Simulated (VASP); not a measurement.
A run of VASP 6.6.1 is set up as follows.

Contents of INCAR:

```
PREC = Accurate
ENCUT = 520
EDIFF = 1E-7
ISMEAR = 0
SIGMA = 0.15
LREAL = F
LASPH = T
NELM = 60
ALGO = Fast
ISIF = 2
LWAVE = F
LCHARG = F
GGA = PE
NBANDS = 17
```

File KPOINTS:

```
regular mesh
0
Gamma
  18 18 10
```

Contents of POSCAR:

```
Pt
1.0
    2.6206126340      0.0000000000      0.0000000000
   -1.3103063170      2.3889653837      0.0000000000
    0.0000000000      0.0000000000      4.7813829983
Pt
2
Direct
    0.6666666667      0.3333333333      0.7500000000
    0.3333333333      0.6666666667      0.2500000000
```

Potentials or basis: VASP PAW PBE potentials, release 64 (Pt).

Command:

```sh
$ cat potpaw_PBE.64/Pt/POTCAR > POTCAR
$ mpirun -np 1 vasp_std > vasp.out
```

(1) Predict the band gap on the k mesh.

(2) What does it give for the pressure?

## Answers

(1) zero (band 10 reaches 12.03 eV, above the bottom of band 11 at 10.60 eV).

(2) 15.7 GPa.

Caveat: the cell differs from its parent crystal (normal strain along x -0.0500, normal strain along y +0.0000); spin-orbit coupling is left out, which moves the levels of the heavy elements.
